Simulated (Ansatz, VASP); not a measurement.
**One calculation of InAs, two programs**

Contents of INCAR:

```
SYSTEM = InAs
ALGO     = Normal         ! electronic algorithm
EDIFF    = 1E-7           ! SCF threshold, eV
EDIFFG   = -0.01          ! ionic threshold
ENCUT    = 500            ! plane-wave cutoff, eV
GGA      = PE             ! functional
GGA_COMPAT= .FALSE.      
IBRION   = 2              ! ionic algorithm
ISIF     = 3              ! what is computed and relaxed
ISMEAR   = 0              ! smearing method
LASPH    = .TRUE.         ! aspherical terms in the spheres
LCHARG   = .FALSE.        ! write CHGCAR
LREAL    = .FALSE.        ! projectors in reciprocal space
LWAVE    = .FALSE.        ! write WAVECAR
NELM     = 120            ! most SCF steps
NELMIN   = 4            
NSW      = 80             ! ionic steps
PREC     = Accurate       ! precision mode
SIGMA    = 0.1            ! smearing width, eV
```

The input KPOINTS:

```
k-points
0
G
  12 12 12
  0 0 0
```

The input POSCAR:

```
InAs
1.0
    0.0000000000      3.0916113275      3.0916113275
    3.0916113275      0.0000000000      3.0916113275
    3.0916113275      3.0916113275      0.0000000000
In As
1 1
Direct
    0.0000000000      0.0000000000      0.0000000000
    0.2500000000      0.2500000000      0.2500000000
```

Input for Ansatz:

```yaml
crystal:
  lattice:
    - [0.0, 3.0916113354, 3.0916113354]
    - [3.0916113354, 0.0, 3.0916113354]
    - [3.0916113354, 3.0916113354, 0.0]
  atoms:
    - { symbol: In, position: [0.0, 0.0, 0.0] }
    - { symbol: As, position: [0.25, 0.25, 0.25] }
basis:
  ecutwfc: 420
kpoints:
  mp_grid: { grid: [12, 12, 12] }
hamiltonian:
  xc: pbe
scf:
  occupations: { method: gaussian, width: 0.1 }
output:
  forces: true
  stress: true
  eigenvalues: true
relax:
  adjacent_minimum: "off"
  f_tol: 0.01
  max_steps: 60
  cell: { stress_tol: 0.1 }
```

Alike in both runs: task relaxation of cell and atoms; functional PBE; k mesh 12 × 12 × 12; occupations gaussian, width 0.1 eV; no spin polarisation.

|  | VASP | Ansatz |
| --- | --- | --- |
| version | VASP 6.6.1 | Ansatz 0.2.0 |
| potentials or method | VASP PAW PBE potentials, release 64 (In_d, As), cutoff 500 eV | scalar-relativistic, plane waves, PAW |
| valence electrons in the cell | 18 | 28 |

|  | VASP | Ansatz | Ansatz less VASP |
| --- | --- | --- | --- |
| gap on the k mesh at the Fermi level, each at its own relaxed structure (eV) | none | none | - |
| relaxed volume (Å³/atom) | 29.65 | 29.55 | -0.098 |
| relaxed cell length with the largest relative difference (Å) | 4.377 | 4.372 | -0.0048 |

A gap of «none» marks a metal or a gap that the smearing closes. VASP's potentials hold 18 valence electrons a cell and Ansatz's 28, so a difference there can come from the potentials and not from the codes.
